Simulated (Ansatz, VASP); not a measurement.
**Two plane-wave programs on GaAs**

```xyz
4
Lattice="4.2498 0.0000 0.0000 -2.1249 3.6804 0.0000 0.0000 0.0000 5.7732" Properties=species:S:1:pos:R:3 pbc="T T T"
Ga    0.0000    2.4536    1.4433
Ga    2.1249    1.2268    4.3299
As    2.1249    1.2268    1.4433
As    0.0000    2.4536    4.3299
```

Alike in both runs: task single point; functional PBEsol; k mesh 6 × 6 × 4; occupations fermi-dirac, width 0.02 eV; no spin polarisation.

|  | VASP | Ansatz |
| --- | --- | --- |
| version | VASP 6.6.1 | Ansatz 0.2.0 |
| potentials or method | VASP PAW PBE potentials, release 64 (Ga_d, As) | plane waves, PAW |
| plane-wave cutoff (eV) | 520 | 420 |
| valence electrons in the cell | 36 | 56 |

Ansatz gave:

| Property | Result |
| --- | --- |
| pressure (GPa) | -0.6 |
| traceless stress, the component that is largest in VASP (GPa) | -1.32 |

Q: Which values does VASP return?

A: Pressure (GPa): -0.5; traceless stress, the component that is largest in VASP (GPa): -1.32.

VASP's potentials were made for PBE, not for PBEsol. The functional is the same, so the differences come from potentials, cutoffs and numerics. VASP's potentials hold 36 valence electrons a cell and Ansatz's 56, so a difference there can come from the potentials and not from the codes.
